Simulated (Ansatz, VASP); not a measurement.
Two plane-wave programs on SiC

```
Si C
1.0
     3.07520    0.00000    0.00000
    -1.53760    2.66320    0.00000
     0.00000    0.00000    5.04817
Si C
2 2
Cartesian
  0.0000 1.7755 0.0232
  1.5376 0.8877 2.5473
  0.0707 1.8462 2.0203
  1.5376 0.8877 4.4444
```

Alike in both runs: task single point; functional r2SCAN; k mesh 12 × 12 × 6; occupations gaussian, width 0.05 eV; no spin polarisation.

|  | VASP | Ansatz |
| --- | --- | --- |
| version | VASP 6.6.1 | Ansatz 0.2.0 |
| potentials or method | VASP PAW PBE potentials, release 64 (Si, C), cutoff 520 eV | scalar-relativistic, plane waves, PAW |
| valence electrons in the cell | 16 | 16 |

|  | VASP | Ansatz | Ansatz less VASP |
| --- | --- | --- | --- |
| gap on the k mesh at the Fermi level (eV) | 2.61 | 2.60 | -0.007 |
| least direct gap on the mesh (eV) | 4.51 | 4.50 | -0.007 |
| pressure (GPa) | 1.3 | 1.5 | +0.20 |
| traceless stress, the component that is largest in VASP (GPa) | 5.03 | 5.07 | +0.040 |
| rms of the force components (eV/Å) | 1.147 | 1.149 | +0.0017 |

VASP's potentials were made for PBE, not for r2SCAN. Atom by atom the forces differ by 0.003 eV/Å (rms over components).
